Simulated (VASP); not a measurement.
Here is a VASP 6.6.1 calculation.

File INCAR:

```
  PREC = Accurate
  ENCUT = 500
  EDIFF = 1E-6
  ISMEAR = 0
  SIGMA = 0.1
  LREAL = False
  LASPH = True
  NELM = 120
  ALGO = Normal
  ISIF = 2
  LWAVE = False
  LCHARG = False
  GGA = PS
  NBANDS = 9
  GGA_COMPAT = False
```

The input KPOINTS:

```
regular mesh
0
Gamma
  8 8 8
```

File POSCAR:

```
S
1.0
    0.0000000000      1.9943503440      1.9943503440
    1.9943503440      0.0000000000      1.9943503440
    1.9943503440      1.9943503440      0.0000000000
S
1
Direct
    0.0000000000      0.0000000000      0.0000000000
```

Potentials or basis: VASP PAW PBE potentials, release 64 (S).

The run is started by

```console
$ cat potpaw_PBE.64/S/POTCAR > POTCAR
$ mpirun -np 1 vasp_std > vasp.out
```

Task: Predict the pressure.

Result: -4.9 GPa.

Task: Predict the band gap on the k mesh.

Result: Zero (bands 3 and 4 overlap by 5.77 eV).

Caveat: the cell stands under tension; the PAW data sets were made with another functional, which shifts forces and pressure a little.
